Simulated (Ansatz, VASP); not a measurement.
## RbBr: VASP beside Ansatz

POSCAR

```
RbBr
1.0
    4.2071828439      0.0792561917      0.0792561917
    0.0792561917      4.2071828439      0.0792561917
    0.0792561917      0.0792561917      4.2071828439
Rb Br
1 1
Direct
    0.0000000000      0.0000000000      0.0000000000
    0.5000000000      0.5000000000      0.5000000000
```

The input INCAR.step1:

```
SYSTEM = RbBr
PREC = Accurate ; ENCUT = 400
EDIFF = 1E-5 ; ISMEAR = 0
SIGMA = 0.01 ; LREAL = .False.
LASPH = .True. ; NELM = 120
ALGO = Normal ; ISIF = 2
LWAVE = .True. ; NBANDS = 15
GGA = PE ; GGA_COMPAT = .False.
```

Contents of INCAR.step2:

```
SYSTEM = RbBr
PREC = Accurate ; ENCUT = 400
EDIFF = 1E-6 ; ISMEAR = 0
SIGMA = 0.01 ; LREAL = .False.
LASPH = .True. ; NELM = 120
ALGO = Normal ; ISIF = 2
LWAVE = .False. ; LCHARG = .True.
GGA = PE ; LHFCALC = .True.
HFSCREEN = 0.2079 ; PRECFOCK = Normal
LELF = .True. ; LVHAR = .True.
NBANDS = 15 ; ISTART = 1
GGA_COMPAT = .False.
```

The input KPOINTS:

```
Automatic mesh
0
Gamma
  4 4 4
  0 0 0
```

Input for Ansatz:

```yaml
crystal:
  lattice:
    - [4.2071828439, 0.0792561917, 0.0792561917]
    - [0.0792561917, 4.2071828439, 0.0792561917]
    - [0.0792561917, 0.0792561917, 4.2071828439]
  atoms:
    - { symbol: Rb, position: [0.0, 0.0, 0.0] }
    - { symbol: Br, position: [0.5, 0.5, 0.5] }
kpoints:
  mp_grid: { grid: [4, 4, 4] }
  band_path:
    path:
      - [0.0, 0.0, 0.0]
      - [0.0, 0.5, 0.0]
      - [0.5, 0.5, 0.0]
      - [0.5, 0.5, 0.5]
      - [0.0, 0.5, 0.5]
    npoints: 1
hamiltonian:
  xc: hse06
scf:
  occupations: { method: fixed }
  n_extra_bands: 4
output:
  forces: true
  stress: true
  eigenvalues: true
```

Change from the starting cell: shear_111 strain +5.8%.

Alike in both runs: task single point; functional HSE06; k mesh 4 × 4 × 4; no spin polarisation.

```csv
,VASP,Ansatz
version,VASP 6.6.1,Ansatz 0.2.0
potentials or method,"VASP PAW PBE potentials, release 64 (Rb_sv, Br)","plane waves, PAW"
plane-wave cutoff (eV),400,420
occupations,"gaussian, width 0.01 eV",fixed
valence electrons in the cell,16,16
```

```tsv
	VASP	Ansatz	Ansatz less VASP
gap on the k mesh at the Fermi level (eV)	5.07	5.07	-0.002
pressure (GPa)	-0.4	-0.3	+0.03
traceless stress, the component that is largest in VASP (GPa)	-0.09	-0.09	+0.001
```

Ansatz's warnings: stress exchange threshold loose, stress scf threshold loose.
